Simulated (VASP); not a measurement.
# Al2GaSb3 (P-4m2) in VASP: a series of runs

Runs on Al2GaSb3. Level: PBE. Tasks: single point, relaxation of cell and atoms.

Everything below comes from runs of VASP 6.6.1. Logs are shortened: lines on timing, memory, paths and dates and some standing lists are left out, and cuts for length are marked.

## 1. The cell of the first run

It takes space group P-4m2 (No. 115, tetragonal). The conventional cell has a = 3.893 Å, b = 3.893 Å, c = 8.540 Å, α = 90.00°, β = 90.00°, γ = 90.00°. Al (site symmetry 2mm) has 7 Sb at 2.92 to 3.07 Å and 2 Ga at 2.97 Å and 4 Al at 3.89 Å within 3.9 Å. Ga (site symmetry -4m2) has 4 Sb at 2.75 Å and 4 Al at 2.97 Å within 3.6 Å. Within 3.6 Å of Sb (site symmetry -4m2) lie 4 Ga at 2.75 Å and 4 Al at 2.97 Å. Sb (site symmetry 2mm) has 5 Al at 2.92 to 3.07 Å and 10 Sb at 3.46 to 3.89 Å and 2 Ga at 3.76 Å within 3.9 Å.

The cell was built from a structure type or drawn by symmetry, and may not be a known phase.

## 2. Single point, PBE

INCAR reads:

```
  PREC = Accurate
  ENCUT = 520
  EDIFF = 1E-6
  ISMEAR = 0
  SIGMA = 0.1
  LREAL = F
  LASPH = T
  NELM = 100
  ALGO = Normal
  ISIF = 2
  LWAVE = F
  LCHARG = T
  GGA = PE
  LELF = T
  LVHAR = T
  NBANDS = 26
```

KPOINTS reads:

```
Automatic mesh
0
Gamma
  4 4 2
```

POSCAR reads:

```
Al2GaSb3
1.0
    3.8928161600      0.0000000000      0.0000000000
    0.0000000000      3.8928161600      0.0000000000
    0.0000000000      0.0000000000      8.5395611500
Al Ga Sb
2 1 3
Direct
    0.0000000000      0.5000000000      0.7372320300
    0.5000000000      0.0000000000      0.2627679700
    0.0000000000      0.0000000000      0.0000000000
    0.5000000000      0.5000000000      0.0000000000
    0.0000000000      0.5000000000      0.3774000100
    0.5000000000      0.0000000000      0.6225999900
```

Potentials or basis: VASP PAW PBE potentials, release 64 (Al, Ga_d, Sb).

Launch:

```
> cat potpaw_PBE.64/Al/POTCAR potpaw_PBE.64/Ga_d/POTCAR potpaw_PBE.64/Sb/POTCAR > POTCAR
> mpirun -np 1 vasp_std > vasp.out
```

OUTCAR:

```text
PREC = Accurate
   ENCUT = 520
   EDIFF = 1E-6
   ISMEAR = 0
   LREAL = F
   LASPH = T
   NELM = 100
   ISIF = 2
   GGA = PE

 ion  position               nearest neighbor table
   1  0.000  0.500  0.737-   6 2.92   6 2.92   6 2.92   6 2.92   4 2.97   4 2.97   3 2.97   3 2.97
                             5 3.07
   2  0.500  0.000  0.263-   5 2.92   5 2.92   5 2.92   5 2.92   4 2.97   3 2.97   3 2.97   4 2.97
                             6 3.07
   3  0.000  0.000  0.000-   4 2.75   4 2.75   4 2.75   4 2.75   2 2.97   2 2.97   1 2.97   1 2.97

   4  0.500  0.500  0.000-   3 2.75   3 2.75   3 2.75   3 2.75   2 2.97   1 2.97   1 2.97   2 2.97
                             5 3.76   6 3.76   5 3.76   6 3.76
   5  0.000  0.500  0.377-   2 2.92   2 2.92   2 2.92   2 2.92   1 3.07   6 3.46   6 3.46   6 3.46
                             6 3.46   4 3.76   4 3.76
   6  0.500  0.000  0.623-   1 2.92   1 2.92   1 2.92   1 2.92   2 3.07   5 3.46   5 3.46   5 3.46
                             5 3.46   4 3.76   4 3.76

  LATTYP: Found a simple tetragonal cell.
 ALAT       =     3.8928161600
 C/A-ratio  =     2.1936718301

  Lattice vectors:

 A1 = (   3.8928161600,   0.0000000000,   0.0000000000)
 A2 = (   0.0000000000,   3.8928161600,   0.0000000000)
 A3 = (   0.0000000000,   0.0000000000,   8.5395611500)

Analysis of symmetry for initial positions (statically):
=====================================================================
 Subroutine PRICEL returns:
 Original cell was already a primitive cell.

 Routine SETGRP: Setting up the symmetry group for a
 simple tetragonal supercell.

 Subroutine GETGRP returns: Found  8 space group operations
 (whereof  8 operations were pure point group operations)
 out of a pool of 16 trial point group operations.

The static configuration has the point symmetry D_2d.

Analysis of symmetry for dynamics (positions and initial velocities):
=====================================================================
 Subroutine PRICEL returns:
 Original cell was already a primitive cell.

 Routine SETGRP: Setting up the symmetry group for a
 simple tetragonal supercell.

 Subroutine GETGRP returns: Found  8 space group operations
 (whereof  8 operations were pure point group operations)
 out of a pool of 16 trial point group operations.

The dynamic configuration has the point symmetry D_2d.

 Subroutine INISYM returns: Found  8 space group operations
 (whereof  8 operations are pure point group operations),
 and found     1 'primitive' translations

----------------------------------------------------------------------------------------

                                     Primitive cell

  volume of cell :     129.4087

  direct lattice vectors                    reciprocal lattice vectors
     3.892816160  0.000000000  0.000000000     0.256883438  0.000000000  0.000000000
     0.000000000  3.892816160  0.000000000     0.000000000  0.256883438  0.000000000
     0.000000000  0.000000000  8.539561150     0.000000000  0.000000000  0.117102036

  length of vectors
     3.892816160  3.892816160  8.539561150     0.256883438  0.256883438  0.117102036

  position of ions in fractional coordinates (direct lattice)
     0.000000000  0.500000000  0.737232030
     0.500000000  0.000000000  0.262767970
     0.000000000  0.000000000  0.000000000
     0.500000000  0.500000000  0.000000000
     0.000000000  0.500000000  0.377400010
     0.500000000  0.000000000  0.622599990

  ion indices of the primitive-cell ions
   primitive index   ion index
                 1           1
                 2           2
                 3           3
                 4           4
                 5           5
                 6           6

----------------------------------------------------------------------------------------

 KPOINTS: Automatic mesh

Automatic generation of k-mesh.
 Grid dimensions read from file:
 generate k-points for:    4    4    2

 Generating k-lattice:

  Cartesian coordinates                     Fractional coordinates (reciprocal lattice)
     0.064220860  0.000000000  0.000000000     0.250000000  0.000000000  0.000000000
     0.000000000  0.064220860  0.000000000     0.000000000  0.250000000  0.000000000
     0.000000000  0.000000000  0.058551018     0.000000000  0.000000000  0.500000000

  Length of vectors
     0.064220860  0.064220860  0.058551018

  Shift w.r.t. Gamma in fractional coordinates (k-lattice)
     0.000000000  0.000000000  0.000000000

 Subroutine IBZKPT returns following result:
 ===========================================

 Found     12 irreducible k-points:

 Following reciprocal coordinates:
            Coordinates               Weight
  0.000000  0.000000  0.000000      1.000000
  0.250000  0.000000  0.000000      4.000000
  0.500000  0.000000  0.000000      2.000000
  0.250000  0.250000  0.000000      4.000000
  0.500000  0.250000  0.000000      4.000000
  0.500000  0.500000  0.000000      1.000000
  0.000000  0.000000  0.500000      1.000000
  0.250000  0.000000  0.500000      4.000000
  0.500000  0.000000  0.500000      2.000000
  0.250000  0.250000  0.500000      4.000000
  0.500000  0.250000  0.500000      4.000000
  0.500000  0.500000  0.500000      1.000000
   k-points           NKPTS =     12   k-points in BZ     NKDIM =     12   number of bands    NBANDS=     26
   number of dos      NEDOS =    301   number of ions     NIONS =      6
   total plane-waves  NPLWV =  57600
   dimension x,y,z NGX =    30 NGY =   30 NGZ =   64
   dimension x,y,z NGXF=    60 NGYF=   60 NGZF=  128
   ions per type =               2   1   3
   NGX,Y,Z   is equivalent  to a cutoff of  12.81, 12.81, 12.46 a.u.
   NGXF,Y,Z  is equivalent  to a cutoff of  25.62, 25.62, 24.92 a.u.
 SYSTEM =  unknown system
   PREC   = accura    normal or accurate (medium, high low for compatibility)
   ISTART =      0    job   : 0-new  1-cont  2-samecut
   ICHARG =      2    charge: 1-file 2-atom 10-const
   ISPIN  =      1    spin polarized calculation?
   LNONCOLLINEAR =      F non collinear calculations
   LSORBIT =      F    spin-orbit coupling
   LASPH  =      T    aspherical Exc in radial PAW
   ENCUT  =  520.0 eV  38.22 Ry    6.18 a.u.   7.24  7.24 15.88*2*pi/ulx,y,z
   NELM   =    100;   NELMIN=  2; NELMDL= -5     # of ELM steps
   EDIFF  = 0.1E-05   stopping-criterion for ELM
   LREAL  =      F    real-space projection
   EDIFFG = 0.1E-04   stopping-criterion for IOM
   NSW    =      0    number of steps for IOM
   IBRION =     -1    ionic relax: 0-MD 1-quasi-New 2-CG
   NFREE  =      0    steps in history (QN), initial steepest desc. (CG)
   ISIF   =      2    stress and relaxation
   ISYM   =      2    0-nonsym 1-usesym 2-fastsym
   POTIM  = 0.5000    time-step for ionic-motion
   TEBEG  =    0.0;   TEEND  =   0.0 temperature during run
   PSTRESS=    0.0 pullay stress
   NELECT =      34.0000    total number of electrons
   NUPDOWN=      -1.0000    fix difference up-down
   EMIN   =  10.00;   EMAX   =-10.00  energy-range for DOS
   EFERMI =   0.00;   METHOD = LEGACY
   ISMEAR =     0;   SIGMA  =   0.10  broadening in eV -4-tet -1-fermi 0-gaus
   EFERMI_NEDOS =   21; number of points for ismear=-14 and -15
   IALGO  =     38    algorithm
   IMIX   =      4    mixing-type and parameters
     AMIX     =   0.40;   BMIX     =  1.00
     AMIX_MAG =   1.60;   BMIX_MAG =  1.00
  volume/ion in A,a.u.               =      21.57       145.55
  Fermi-wavevector in a.u.,A,eV,Ry     =   1.048528  1.981431 14.958394  1.099411
  Thomas-Fermi vector in A             =   2.183453
   LORBIT       =      0    0 simple, 1 ext, 2 COOP (PROOUT), +10 PAW based schemes
   GGA     = PE    functional components
   LHFCALC =     F    Hartree Fock is set to
   AEXX    =    0.0000 exact exchange contribution
   IVDW    =     0    specifies the selected vdW correction
   LEPSILON=     F    determine dielectric tensor
   LRPA    =     F    only Hartree local field effects (RPA)
 non-spin polarized calculation
 Gauss-broadening in eV      SIGMA  =   0.10
  energy-cutoff  :      520.00
  volume of cell :      129.41
 maximum number of plane-waves:      3512
 NGX is ok and might be reduce to    30
   NGX = 15   NGY = 15   NGZ = 31

 number of electron      33.9999999 magnetization

 Free energy of the ion-electron system (eV)
  ---------------------------------------------------
  ext. energy  EPLUGINS =         0.00000000
  ---------------------------------------------------
  free energy    TOTEN  =       -21.20039957 eV

  energy without entropy =      -21.16070287  energy(sigma->0) =      -21.18055122

 E-fermi :   8.3444     XC(G=0): -10.4090

 val. band max:        8.3124814345   @ k =   0.2500   0.0000   0.0000
 cond. band min:       8.3778761682   @ k =   0.5000   0.2500   0.5000
 fundamental gap:      0.0653947337
 Fermi energy:         8.3443678164

 k-point     1 :       0.0000    0.0000    0.0000
  band No.  band energies     occupation
      1      -6.7646      2.00000
      2      -6.7302      2.00000
      3      -6.7287      2.00000
      4      -6.6941      2.00000
      5      -6.6941      2.00000
      6      -4.3911      2.00000
[... 18 lines left out ...]
     25      13.7165      0.00000
     26      13.9754      0.00000

 k-point     2 :       0.2500    0.0000    0.0000
  band No.  band energies     occupation
      1      -6.7489      2.00000
      2      -6.7455      2.00000
      3      -6.7155      2.00000
      4      -6.7042      2.00000
      5      -6.6938      2.00000
      6      -3.8099      2.00000
[... 18 lines left out ...]
     25      13.3999      0.00000
     26      13.6765      0.00000

 k-point     3 :       0.5000    0.0000    0.0000
  band No.  band energies     occupation
      1      -6.7688      2.00000
      2      -6.7362      2.00000
      3      -6.7149      2.00000
      4      -6.6935      2.00000
      5      -6.6928      2.00000
      6      -2.4870      2.00000
[... 224 lines left out ...]
 k-point    11 :       0.5000    0.2500    0.5000
  band No.  band energies     occupation
      1      -6.8087      2.00000
      2      -6.7139      2.00000
      3      -6.7115      2.00000
      4      -6.7008      2.00000
      5      -6.6872      2.00000
      6      -1.7548      2.00000
[... 18 lines left out ...]
     25      13.8608      0.00000
     26      14.5928      0.00000

 k-point    12 :       0.5000    0.5000    0.5000
  band No.  band energies     occupation
      1      -6.8456      2.00000
      2      -6.7081      2.00000
      3      -6.7081      2.00000
      4      -6.6981      2.00000
      5      -6.6754      2.00000
      6      -0.6278      2.00000
[... 18 lines left out ...]
     25      14.7216      0.00000
     26      15.0997      0.00000

------------------------ aborting loop because EDIFF is reached ----------------------------------------

  FORCE on cell =-STRESS in cart. coord.  units (eV):
  Direction    XX          YY          ZZ          XY          YZ          ZX
  --------------------------------------------------------------------------------------
  -------------------------------------------------------------------------------------
  Total        5.5112229      5.5112229      1.6950834      0.0000000      0.0000000      0.0000000
  in kB       68.2331182     68.2331182     20.9864178      0.0000000      0.0000000      0.0000000
  external PRESSURE =      52.4842180 kB  Pullay stress =       0.0000000 kB

 VOLUME and BASIS-vectors are now :
 -----------------------------------------------------------------------------
  energy-cutoff  :      520.00
  volume of cell :      129.41
      direct lattice vectors                 reciprocal lattice vectors
     3.892816160  0.000000000  0.000000000     0.256883438  0.000000000  0.000000000
     0.000000000  3.892816160  0.000000000     0.000000000  0.256883438  0.000000000
     0.000000000  0.000000000  8.539561150     0.000000000  0.000000000  0.117102036

 POSITION                                       TOTAL-FORCE (eV/Angst)
 -----------------------------------------------------------------------------------
      0.00000      1.94641      6.29564         0.000000     -0.000000      0.082516
      1.94641      0.00000      2.24392         0.000000     -0.000000     -0.082516
      0.00000      0.00000      0.00000         0.000000     -0.000000      0.000000
      1.94641      1.94641      0.00000         0.000000      0.000000      0.000000
      0.00000      1.94641      3.22283         0.000000      0.000000      0.028993
      1.94641      0.00000      5.31673        -0.000000     -0.000000     -0.028993
 -----------------------------------------------------------------------------------
    total drift:                                0.000000      0.000000      0.000000

  FREE ENERGIE OF THE ION-ELECTRON SYSTEM (eV)
  ---------------------------------------------------
  free  energy   TOTEN  =       -21.2003995689 eV

  energy  without entropy=      -21.1607028729  energy(sigma->0) =      -21.18055122
```

Run time: 60 s. Hardware: 1 thread of Intel Xeon Platinum 8375C at 2.90GHz (Ice Lake), shared host; peak memory 0.24 GiB.

Results:

- Free energy: -21.2004 eV
- Pressure: 5.2 GPa
- Largest force: 0.083 eV/Å
- Band gap on the k mesh: zero (bands 17 and 18 overlap by 2.74 eV)

Forces on the atoms (eV/Å):
```
Al   0.000  0.000  0.083
Al   0.000  0.000 -0.083
Ga   0.000  0.000  0.000
Sb   0.000  0.000  0.000
Sb   0.000  0.000  0.029
Sb   0.000  0.000 -0.029
```

Levels at points of the mesh, in eV from the Fermi level:
```tsv
k point	band 13	band 14	band 15	band 16	band 17	band 18	band 19	band 20	band 21	band 22
(0.00, 0.00, 0.00)	-2.18	-1.62	-1.36	-1.36	-0.31	-0.31	0.15	1.48	1.78	2.93
(0.50, 0.00, 0.00)	-1.21	-1.10	-0.94	-0.58	-0.05	0.56	1.49	1.60	1.88	3.02
(0.50, 0.50, 0.00)	-4.57	-4.39	-3.87	-3.87	-3.85	0.06	0.55	0.55	1.35	2.46
(0.00, 0.00, 0.50)	-2.19	-2.12	-2.12	-1.12	0.50	0.50	1.00	1.70	2.26	2.86
(0.50, 0.00, 0.50)	-3.47	-0.41	0.05	0.22	0.98	1.13	1.25	2.08	2.13	2.31
(0.50, 0.50, 0.50)	-5.45	-2.90	-2.90	-2.88	-2.51	-1.77	-1.28	-1.28	-0.44	4.81
```

Caveat: the k points lie up to 0.40 Å⁻¹ apart, too coarse for converged energies and pressures of a metal; spin-orbit coupling is left out, which moves the levels of the heavy elements.

## 3. Single point, PBE

This run uses another cell than the first one, of 23.28 Å³/atom.

INCAR reads:

```
SYSTEM = Al2GaSb3
PREC = Accurate ; ENCUT = 520
EDIFF = 1E-7 ; ISMEAR = 0
SIGMA = 0.1 ; LREAL = .False.
LASPH = .True. ; NELM = 100
ALGO = Normal ; ISIF = 2
LWAVE = .False. ; LCHARG = .False.
GGA = PE ; NBANDS = 26
```

KPOINTS reads:

```
regular mesh
0
Gamma
  4 4 2
  0 0 0
```

POSCAR reads:

```
Al2GaSb3
1.0
    4.1903074149      0.0000000000      0.0000000000
    0.0000000000      4.1903074149      0.0000000000
    0.0000000000      0.0000000000      7.9540840270
Al Ga Sb
2 1 3
Direct
    0.0000000000      0.5000000000      0.7102891232
    0.5000000000      0.0000000000      0.2897108768
    0.0000000000      0.0000000000      0.0000000000
    0.5000000000      0.5000000000      0.0000000000
    0.0000000000      0.5000000000      0.3474610648
    0.5000000000      0.0000000000      0.6525389352
```

Potentials or basis: VASP PAW PBE potentials, release 64 (Al, Ga_d, Sb).

Launch:

```
> cat potpaw_PBE.64/Al/POTCAR potpaw_PBE.64/Ga_d/POTCAR potpaw_PBE.64/Sb/POTCAR > POTCAR
> mpirun -np 1 vasp_std > vasp.out
```

Wall time 38 s (1 thread of Intel Xeon Platinum 8375C at 2.90GHz (Ice Lake), shared host); peak memory 0.25 GiB.

Results (log left out):

* Free energy: -21.9514 eV
* Pressure: 0.1 GPa
* Largest force: 0.004 eV/Å
* Band gap on the k mesh: zero (bands 17 and 18 overlap by 1.82 eV)

Forces in eV/Å, atoms in the order of the input:
```
Al   0.000  0.000  0.004
Al   0.000  0.000 -0.004
Ga   0.000  0.000  0.000
Sb   0.000  0.000  0.000
Sb   0.000  0.000  0.000
Sb   0.000  0.000  0.000
```

Levels at points of the mesh, in eV from the Fermi level:
| k point | band 13 | band 14 | band 15 | band 16 | band 17 | band 18 | band 19 | band 20 | band 21 | band 22 |
| --- | --- | --- | --- | --- | --- | --- | --- | --- | --- | --- |
| (0.00, 0.00, 0.00) | -2.08 | -1.11 | -0.93 | -0.93 | -0.83 | -0.83 | -0.60 | 0.49 | 1.25 | 3.02 |
| (0.50, 0.00, 0.00) | -1.03 | -0.69 | -0.69 | -0.30 | -0.12 | 0.37 | 0.75 | 1.28 | 1.28 | 2.34 |
| (0.50, 0.50, 0.00) | -4.24 | -4.00 | -4.00 | -3.69 | -3.61 | 1.20 | 1.48 | 1.48 | 2.69 | 3.22 |
| (0.00, 0.00, 0.50) | -2.79 | -2.27 | -2.27 | -1.79 | 0.59 | 0.59 | 0.73 | 1.63 | 3.34 | 3.65 |
| (0.50, 0.00, 0.50) | -2.79 | -1.19 | -0.53 | -0.18 | 0.32 | 0.35 | 0.69 | 1.35 | 1.40 | 2.77 |
| (0.50, 0.50, 0.50) | -4.93 | -2.35 | -2.20 | -2.20 | -1.76 | -1.23 | -1.23 | -0.83 | 0.63 | 6.17 |

Caveat: the k points lie up to 0.39 Å⁻¹ apart, too coarse for converged energies and pressures of a metal; spin-orbit coupling is left out, which moves the levels of the heavy elements.

[end of part 1 of 2]
